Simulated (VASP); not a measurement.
# Sn4CO5 in VASP: a series of runs

Sn4CO5 is run at these levels: PBE+D3(BJ); tasks: single point.

Program: VASP 6.6.1. These are calculated values, not measurements. Logs are shortened: lines on timing, memory, paths and dates and some standing lists are left out, and cuts for length are marked.

### Step 1. The cell of the first run

The cell holds a slab with vacuum, 10 atoms: a = 3.836 Å, b = 6.114 Å, c = 23.272 Å, α = 90.00°, β = 90.00°, γ = 90.00°.

### Step 2. Single point, PBE+D3(BJ)

INCAR

```
  PREC = Accurate
  ENCUT = 520
  EDIFF = 1E-6
  ISMEAR = 0
  SIGMA = 0.1
  LREAL = F
  LASPH = T
  NELM = 80
  ALGO = Normal
  ISIF = 2
  LWAVE = F
  LCHARG = F
  LDIPOL = T
  IDIPOL = 3
  DIPOL = 0.5 0.5 0.318
  GGA = PE
  IVDW = 12
  NBANDS = 56
```

KPOINTS

```
regular mesh
0
Gamma
  7 5 1
```

POSCAR

```
Sn4CO5
1.0
    3.8363720854      0.0000000000      0.0000000000
    0.0000000000      6.1139355937      0.0000000000
    0.0000000000      0.0000000000     23.2716647157
O Sn C
5 4 1
Direct
    0.0000000000      0.3937311051      0.1718828476
    0.5000000000      0.5905966576      0.2360622870
    0.0000000000      0.7891442786      0.2999263603
    0.5000000000      0.9914786678      0.3618849282
    1.0000000000      0.9914786678      0.4950941351
    0.5000000000      0.2462583311      0.2031056929
    0.0000000000      0.7380694316      0.2048394417
    0.5000000000      0.6484830883      0.3341121374
    0.0000000000      0.1189669940      0.3308043554
    1.0000000000      0.9914786678      0.5445104538
```

Potentials or basis: VASP PAW PBE potentials, release 64 (O, Sn_d, C).

The run is started by

```bash
> cat potpaw_PBE.64/O/POTCAR potpaw_PBE.64/Sn_d/POTCAR potpaw_PBE.64/C/POTCAR > POTCAR
> mpirun -np 1 vasp_std > vasp.out
```

OUTCAR:

```text
PREC = Accurate
   ENCUT = 520
   EDIFF = 1E-6
   ISMEAR = 0
   LREAL = F
   LASPH = T
   NELM = 80
   ISIF = 2
   GGA = PE
   IVDW = 12
 IVDW          = 12

 ion  position               nearest neighbor table
   1  0.000  0.394  0.172-   6 2.24   6 2.24   7 2.24
   2  0.500  0.591  0.236-   7 2.24   7 2.24   6 2.24   8 2.31
   3  0.000  0.789  0.300-   9 2.14   7 2.23   8 2.25   8 2.25
   4  0.500  0.991  0.362-   9 2.19   9 2.19   8 2.19
   5  0.000  0.991  0.495-  10 1.15
   6  0.500  0.246  0.203-   1 2.24   1 2.24   2 2.24   7 3.57   7 3.57   9 3.62   9 3.62   7 3.65
                             7 3.65
   7  0.000  0.738  0.205-   3 2.23   2 2.24   2 2.24   1 2.24   6 3.57   6 3.57   8 3.61   8 3.61
                             6 3.65   6 3.65   9 3.74
   8  0.500  0.648  0.334-   4 2.19   3 2.25   3 2.25   2 2.31   9 3.46   9 3.46   7 3.61   7 3.61

   9  0.000  0.119  0.331-   3 2.14   4 2.19   4 2.19   8 3.46   8 3.46   6 3.62   6 3.62   7 3.74

  10  0.000  0.991  0.545-   5 1.15

  LATTYP: Found a simple orthorhombic cell.
 ALAT       =     3.8363720854
 B/A-ratio  =     1.5936763843
 C/A-ratio  =     6.0660603814

  Lattice vectors:

 A1 = (   3.8363720854,   0.0000000000,   0.0000000000)
 A2 = (   0.0000000000,   6.1139355937,   0.0000000000)
 A3 = (   0.0000000000,   0.0000000000,  23.2716647157)

Analysis of symmetry for initial positions (statically):
=====================================================================
 Subroutine PRICEL returns:
 Original cell was already a primitive cell.

 Routine SETGRP: Setting up the symmetry group for a
 simple orthorhombic supercell.

 Subroutine GETGRP returns: Found  2 space group operations
 (whereof  2 operations were pure point group operations)
 out of a pool of  8 trial point group operations.

The static configuration has the point symmetry C_1h.

Analysis of symmetry for dynamics (positions and initial velocities):
=====================================================================
 Subroutine PRICEL returns:
 Original cell was already a primitive cell.

 Routine SETGRP: Setting up the symmetry group for a
 simple orthorhombic supercell.

 Subroutine GETGRP returns: Found  2 space group operations
 (whereof  2 operations were pure point group operations)
 out of a pool of  8 trial point group operations.

The dynamic configuration has the point symmetry C_1h.

 Subroutine INISYM returns: Found  2 space group operations
 (whereof  2 operations are pure point group operations),
 and found     1 'primitive' translations

----------------------------------------------------------------------------------------

                                     Primitive cell

  volume of cell :     545.8446

  direct lattice vectors                    reciprocal lattice vectors
     3.836372085  0.000000000  0.000000000     0.260662933  0.000000000  0.000000000
     0.000000000  6.113935594  0.000000000     0.000000000  0.163560768  0.000000000
     0.000000000  0.000000000 23.271664716     0.000000000  0.000000000  0.042970712

  length of vectors
     3.836372085  6.113935594 23.271664716     0.260662933  0.163560768  0.042970712

  position of ions in fractional coordinates (direct lattice)
     0.000000000  0.393731105  0.171882848
     0.500000000  0.590596658  0.236062287
     0.000000000  0.789144279  0.299926360
     0.500000000  0.991478668  0.361884928
     0.000000000  0.991478668  0.495094135
     0.500000000  0.246258331  0.203105693
     0.000000000  0.738069432  0.204839442
     0.500000000  0.648483088  0.334112137
     0.000000000  0.118966994  0.330804355
     0.000000000  0.991478668  0.544510454

  ion indices of the primitive-cell ions
   primitive index   ion index
                 1           1
                 2           2
                 3           3
                 4           4
                 5           5
                 6           6
                 7           7
                 8           8
                 9           9
                10          10

----------------------------------------------------------------------------------------

 KPOINTS: regular mesh

Automatic generation of k-mesh.
 Grid dimensions read from file:
 generate k-points for:    7    5    1

 Generating k-lattice:

  Cartesian coordinates                     Fractional coordinates (reciprocal lattice)
     0.037237562  0.000000000  0.000000000     0.142857143  0.000000000  0.000000000
     0.000000000  0.032712154  0.000000000     0.000000000  0.200000000  0.000000000
     0.000000000  0.000000000  0.042970712     0.000000000  0.000000000  1.000000000

  Length of vectors
     0.037237562  0.032712154  0.042970712

  Shift w.r.t. Gamma in fractional coordinates (k-lattice)
     0.000000000  0.000000000  0.000000000

 Subroutine IBZKPT returns following result:
 ===========================================

 Found     12 irreducible k-points:

 Following reciprocal coordinates:
            Coordinates               Weight
  0.000000  0.000000  0.000000      1.000000
  0.142857  0.000000  0.000000      2.000000
  0.285714  0.000000  0.000000      2.000000
  0.428571  0.000000  0.000000      2.000000
  0.000000  0.200000  0.000000      2.000000
  0.142857  0.200000  0.000000      4.000000
  0.285714  0.200000  0.000000      4.000000
  0.428571  0.200000  0.000000      4.000000
  0.000000  0.400000  0.000000      2.000000
  0.142857  0.400000  0.000000      4.000000
  0.285714  0.400000  0.000000      4.000000
  0.428571  0.400000  0.000000      4.000000
   k-points           NKPTS =     12   k-points in BZ     NKDIM =     12   number of bands    NBANDS=     56
   number of dos      NEDOS =    301   number of ions     NIONS =     10
   total plane-waves  NPLWV = 259200
   dimension x,y,z NGX =    30 NGY =   48 NGZ =  180
   dimension x,y,z NGXF=    60 NGYF=   96 NGZF=  360
   ions per type =               5   4   1
   NGX,Y,Z   is equivalent  to a cutoff of  13.00, 13.05, 12.86 a.u.
   NGXF,Y,Z  is equivalent  to a cutoff of  26.00, 26.10, 25.72 a.u.
 SYSTEM =  unknown system
   PREC   = accura    normal or accurate (medium, high low for compatibility)
   ISTART =      0    job   : 0-new  1-cont  2-samecut
   ICHARG =      2    charge: 1-file 2-atom 10-const
   ISPIN  =      1    spin polarized calculation?
   LNONCOLLINEAR =      F non collinear calculations
   LSORBIT =      F    spin-orbit coupling
   LASPH  =      T    aspherical Exc in radial PAW
   ENCUT  =  520.0 eV  38.22 Ry    6.18 a.u.   7.13 11.37 43.27*2*pi/ulx,y,z
   NELM   =     80;   NELMIN=  2; NELMDL= -5     # of ELM steps
   EDIFF  = 0.1E-05   stopping-criterion for ELM
   LREAL  =      F    real-space projection
   EDIFFG = 0.1E-04   stopping-criterion for IOM
   NSW    =      0    number of steps for IOM
   IBRION =     -1    ionic relax: 0-MD 1-quasi-New 2-CG
   NFREE  =      0    steps in history (QN), initial steepest desc. (CG)
   ISIF   =      2    stress and relaxation
   ISYM   =      2    0-nonsym 1-usesym 2-fastsym
   POTIM  = 0.5000    time-step for ionic-motion
   TEBEG  =    0.0;   TEEND  =   0.0 temperature during run
   PSTRESS=    0.0 pullay stress
   NELECT =      90.0000    total number of electrons
   NUPDOWN=      -1.0000    fix difference up-down
   EMIN   =  10.00;   EMAX   =-10.00  energy-range for DOS
   EFERMI =   0.00;   METHOD = LEGACY
   ISMEAR =     0;   SIGMA  =   0.10  broadening in eV -4-tet -1-fermi 0-gaus
   EFERMI_NEDOS =   21; number of points for ismear=-14 and -15
   IALGO  =     38    algorithm
   IMIX   =      4    mixing-type and parameters
     AMIX     =   0.40;   BMIX     =  1.00
     AMIX_MAG =   1.60;   BMIX_MAG =  1.00
  volume/ion in A,a.u.               =      54.58       368.35
  Fermi-wavevector in a.u.,A,eV,Ry     =   0.897703  1.696413 10.964535  0.805871
  Thomas-Fermi vector in A             =   2.020320
   LORBIT       =      0    0 simple, 1 ext, 2 COOP (PROOUT), +10 PAW based schemes
   GGA     = PE    functional components
   LHFCALC =     F    Hartree Fock is set to
   AEXX    =    0.0000 exact exchange contribution
   IVDW    =    12    specifies the selected vdW correction
   LEPSILON=     F    determine dielectric tensor
   LRPA    =     F    only Hartree local field effects (RPA)
 non-spin polarized calculation
 Gauss-broadening in eV      SIGMA  =   0.10
  energy-cutoff  :      520.00
  volume of cell :      545.84
 maximum number of plane-waves:     14732
 NGX is ok and might be reduce to    30
   NGX = 15   NGY = 23   NGZ = 87

 dipolmoment           0.000000      0.000000      0.000016 electrons x Angstroem

 number of electron      90.0000015 magnetization

 dipolmoment           0.000000      0.000000     -0.007030 electrons x Angstroem

 Free energy of the ion-electron system (eV)
  ---------------------------------------------------
  ext. energy  EPLUGINS =         0.00000000
  ---------------------------------------------------
  free energy    TOTEN  =       -59.06793235 eV

  energy without entropy =      -59.06793235  energy(sigma->0) =      -59.06793235

 E-fermi :  -0.9029     XC(G=0):  -3.8846

 val. band max:       -1.3653375235   @ k =   0.0000   0.0000   0.0000
 cond. band min:      -0.4563266984   @ k =   0.0000   0.2000   0.0000
 fundamental gap:      0.9090108250
 Fermi energy:        -0.9029344120

 k-point     1 :       0.0000    0.0000    0.0000
  band No.  band energies     occupation
      1     -26.2176      2.00000
      2     -23.0487      2.00000
      3     -22.9198      2.00000
      4     -22.8915      2.00000
      5     -22.8458      2.00000
      6     -22.7815      2.00000
[... 48 lines left out ...]
     55       3.2657      0.00000
     56       3.4285      0.00000

 k-point     2 :       0.1429    0.0000    0.0000
  band No.  band energies     occupation
      1     -26.2148      2.00000
      2     -23.0430      2.00000
      3     -22.9164      2.00000
      4     -22.8835      2.00000
      5     -22.8443      2.00000
      6     -22.7905      2.00000
[... 48 lines left out ...]
     55       3.1261      0.00000
     56       3.3864      0.00000

 k-point     3 :       0.2857    0.0000    0.0000
  band No.  band energies     occupation
      1     -26.2088      2.00000
      2     -23.0326      2.00000
      3     -22.9142      2.00000
      4     -22.8693      2.00000
      5     -22.8378      2.00000
      6     -22.8084      2.00000
[... 464 lines left out ...]
 k-point    11 :       0.2857    0.4000    0.0000
  band No.  band energies     occupation
      1     -26.2087      2.00000
      2     -23.0353      2.00000
      3     -22.9190      2.00000
      4     -22.8688      2.00000
      5     -22.8361      2.00000
      6     -22.8082      2.00000
[... 48 lines left out ...]
     55       3.4511      0.00000
     56       4.0966      0.00000

 k-point    12 :       0.4286    0.4000    0.0000
  band No.  band energies     occupation
      1     -26.2038      2.00000
      2     -23.0335      2.00000
      3     -22.9314      2.00000
      4     -22.8661      2.00000
      5     -22.8357      2.00000
      6     -22.8113      2.00000
[... 48 lines left out ...]
     55       3.7530      0.00000
     56       4.3432      0.00000

------------------------ aborting loop because EDIFF is reached ----------------------------------------

 vacuum level on the upper side and lower side of the slab       (xc-potential included)        -0.172        -0.120

 Edisp (eV)   -1.29247

 E8    (eV) :    -0.5700

  FORCE on cell =-STRESS in cart. coord.  units (eV):
  Direction    XX          YY          ZZ          XY          YZ          ZX
  --------------------------------------------------------------------------------------
  -------------------------------------------------------------------------------------
  Total      -4.59490    -1.56863    -0.98058     0.00000     0.02846     0.00000
  in kB     -13.48706    -4.60428    -2.87823     0.00000     0.08353     0.00000
  external pressure =       -6.99 kB  Pullay stress =        0.00 kB

 VOLUME and BASIS-vectors are now :
 -----------------------------------------------------------------------------
  energy-cutoff  :      520.00
  volume of cell :      545.84
      direct lattice vectors                 reciprocal lattice vectors
     3.836372085  0.000000000  0.000000000     0.260662933  0.000000000  0.000000000
     0.000000000  6.113935594  0.000000000     0.000000000  0.163560768  0.000000000
     0.000000000  0.000000000 23.271664716     0.000000000  0.000000000  0.042970712

 POSITION                                       TOTAL-FORCE (eV/Angst)
 -----------------------------------------------------------------------------------
      0.00000      2.40725      4.00000         0.000000     -0.330336      0.307983
      1.91819      3.61087      5.49356         0.000000     -0.245797      0.385075
      0.00000      4.82478      6.97979         0.000000     -0.018861      0.000994
      1.91819      6.06184      8.42166         0.000000     -0.005153      0.006182
      0.00000      6.06184     11.52166         0.000000      0.001551      0.717513
      1.91819      1.50561      4.72661         0.000000      1.258267     -0.110390
      0.00000      4.51251      4.76695         0.000000     -0.679393     -0.632277
      1.91819      3.96478      7.77535         0.000000     -0.052840      0.059440
      0.00000      0.72736      7.69837         0.000000      0.074009      0.017481
      0.00000      6.06184     12.67166         0.000000     -0.001448     -0.752001
 -----------------------------------------------------------------------------------
    total drift:                                0.000000      0.000292     -0.000031

  FREE ENERGIE OF THE ION-ELECTRON SYSTEM (eV)
  ---------------------------------------------------
  free  energy   TOTEN  =       -60.3604053918 eV

  energy  without entropy=      -60.3604053918  energy(sigma->0) =      -60.36040539

 vacuum level on the upper side and lower side of the slab         3.166         3.219
```

It took 14 min on 1 thread of Intel Xeon 6975P-C (Granite Rapids), shared host; peak memory 0.71 GiB.

What came out:

```
Free energy                : -60.3604 eV
Largest force              : 1.263 eV/Å
Band gap on the k mesh     : 0.91 eV (least direct gap 0.96 eV)
Dispersion energy per atom : -0.129 eV
```

Forces in eV/Å, atoms in the order of the input:
```
O    0.000 -0.330  0.308
O    0.000 -0.246  0.385
O    0.000 -0.019  0.001
O    0.000 -0.005  0.006
O    0.000  0.002  0.718
Sn   0.000  1.258 -0.110
Sn   0.000 -0.679 -0.632
Sn   0.000 -0.053  0.059
Sn   0.000  0.074  0.017
C    0.000 -0.001 -0.752
```

Caveat: spin-orbit coupling is left out, which moves the levels of the heavy elements.

### Step 3. Single point, PBE+D3(BJ)

INCAR

```
PREC     = Accurate       # precision mode
ENCUT    = 520            # plane-wave cutoff, eV
EDIFF    = 1E-7           # SCF threshold, eV
ISMEAR   = 0              # smearing method
SIGMA    = 0.1            # smearing width, eV
LREAL    = F              # projectors in reciprocal space
LASPH    = T              # aspherical terms in the spheres
NELM     = 80             # most SCF steps
ALGO     = Normal         # electronic algorithm
ISIF     = 2              # what is computed and relaxed
LWAVE    = F              # write WAVECAR
LCHARG   = F              # write CHGCAR
LDIPOL   = T            
IDIPOL   = 3            
DIPOL    = 0.5 0.5 0.318
GGA      = PE             # functional
IVDW     = 12             # dispersion correction
NBANDS   = 56             # bands
```

KPOINTS is that of step 2.

Changes to POSCAR since step 2:

```diff
@@ -12,3 +12,3 @@
     0.5000000000      0.9914786678      0.3618849282
-    1.0000000000      0.9914786678      0.4950941351
+    1.0000000000      1.4914786678      0.4950941351
     0.5000000000      0.2462583311      0.2031056929
@@ -17,2 +17,2 @@
     0.0000000000      0.1189669940      0.3308043554
-    1.0000000000      0.9914786678      0.5445104538
+    1.0000000000      1.4914786678      0.5445104538
```

Potentials or basis: VASP PAW PBE potentials, release 64 (O, Sn_d, C).

The run is started by

```bash
> cat potpaw_PBE.64/O/POTCAR potpaw_PBE.64/Sn_d/POTCAR potpaw_PBE.64/C/POTCAR > POTCAR
> mpirun -np 1 vasp_std > vasp.out
```

It took 11 min on 1 thread of Intel Xeon 6975P-C (Granite Rapids), shared host; peak memory 0.72 GiB.

Results (log left out):

| Item | Value |
| --- | --- |
| Free energy | -60.3653 eV |
| Largest force | 1.269 eV/Å |
| Band gap on the k mesh | 0.89 eV (least direct gap 0.94 eV) |
| Dispersion energy per atom | -0.129 eV |

Forces on the atoms (eV/Å):
```
O    0.000 -0.333  0.307
O    0.000 -0.247  0.366
O    0.000  0.000 -0.002
O    0.000  0.003  0.052
O    0.000 -0.003  0.680
Sn   0.000  1.264 -0.107
Sn   0.000 -0.680 -0.631
Sn   0.000 -0.101  0.067
Sn   0.000  0.095 -0.006
C    0.000  0.001 -0.727
```

Levels at points of the mesh, in eV from the valence-band top:
```tsv
k point	band 41	band 42	band 43	band 44	band 45	band 46	band 47	band 48	band 49	band 50
(0.00, 0.00, 0.00)	-2.63	-2.24	-2.22	-0.72	0.00	0.94	1.97	2.13	2.55	2.94
```

Caveat: spin-orbit coupling is left out, which moves the levels of the heavy elements.
